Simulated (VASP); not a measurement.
A run of VASP 6.6.1:

File INCAR:

```
PREC = Accurate
ENCUT = 520
EDIFF = 1E-8
ISMEAR = -1
SIGMA = 0.08
LREAL = F
LASPH = T
NELM = 80
ALGO = Normal
ISIF = 2
LWAVE = F
LCHARG = F
GGA = PS
LEFG = T
NBANDS = 20
```

File KPOINTS:

```
regular mesh
0
Gamma
  12 12 12
```

Contents of POSCAR:

```
TiTc
1.0
    3.1100000000      0.0000000000      0.0000000000
    0.0000000000      3.1100000000      0.0000000000
    0.0000000000      0.0000000000      3.1722000000
Ti Tc
1 1
Direct
    0.5000000000      0.5000000000      0.5000000000
    0.0000000000      0.0000000000      0.0000000000
```

Potentials or basis: VASP PAW PBE potentials, release 64 (Ti_sv, Tc_pv).

Launch:

```bash
$ cat potpaw_PBE.64/Ti_sv/POTCAR potpaw_PBE.64/Tc_pv/POTCAR > POTCAR
$ mpirun -np 1 vasp_std > vasp.out
```

Hardware: 1 thread of Oxide Virtual Turin-like Processor, on a shared host.

Q: How long does it take, and how much memory?

A: Wall time 3.8 min on 1 thread of Oxide Virtual Turin-like Processor (shared host), peak memory 0.2 GiB. Counts: scf iterations 18, k points 196.
